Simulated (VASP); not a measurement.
## MgTiH4: single point with LDA

Crystal: MgTiH4.

```xyz
6
Lattice="3.1490 0.0000 0.0000 0.0000 3.1490 0.0000 0.0000 0.0000 4.6977" Properties=species:S:1:pos:R:3 pbc="T T T"
Mg    1.5745    1.5745    2.3489
Ti    0.0000    0.0000    0.0000
H     0.0000    1.5745    3.5913
H     1.5745    0.0000    3.5913
H     0.0000    1.5745    1.1064
H     1.5745    0.0000    1.1064
```

- Program: VASP 6.6.1
- Task: single point
- Functional: LDA
- Potentials or basis: VASP PAW LDA potentials, release 64 (Mg, Ti_sv, H)
- Cutoff: 520 eV
- k mesh: 8 × 8 × 6
- Occupations: fermi-dirac, width 0.15 eV
- Spin: no spin polarisation

```
Pressure               : -5.5 GPa
Largest force          : 0.109 eV/Å
Band gap on the k mesh : zero (band 9 reaches 6.02 eV, above the bottom of band 10 at 4.44 eV)
```

Forces in eV/Å, atoms in the order of the input:
```
Mg   0.000  0.000  0.000
Ti   0.000  0.000  0.000
H    0.000  0.000  0.109
H    0.000  0.000  0.109
H    0.000  0.000 -0.109
H    0.000  0.000 -0.109
```

Stress tensor (GPa, compression positive):
```
-5.10  0.00  0.00
 0.00 -5.10  0.00
 0.00  0.00 -6.38
```

Levels at points of the mesh, in eV from the Fermi level:
```tsv
k point	band 6	band 7	band 8	band 9	band 10	band 11	band 12	band 13
(0.00, 0.00, 0.00)	-5.94	-4.40	-2.15	0.85	0.85	1.13	1.89	3.52
(0.50, 0.00, 0.00)	-6.94	-5.26	-3.05	-1.03	0.78	1.14	2.64	3.39
(0.50, 0.50, 0.00)	-5.29	-4.50	-4.50	-2.59	-0.73	2.33	4.02	4.19
(0.00, 0.00, 0.50)	-8.82	-4.01	-0.63	-0.24	0.69	0.69	1.89	4.70
(0.50, 0.00, 0.50)	-6.15	-5.54	-5.41	0.24	0.79	1.02	2.39	2.87
(0.50, 0.50, 0.50)	-5.67	-3.99	-3.99	-2.21	0.90	1.73	1.90	2.34
```

Run time: 41 s on 1 thread of AMD EPYC 7R43 64-Core Processor (Zen 3) (shared host), peak memory 0.14 GiB.
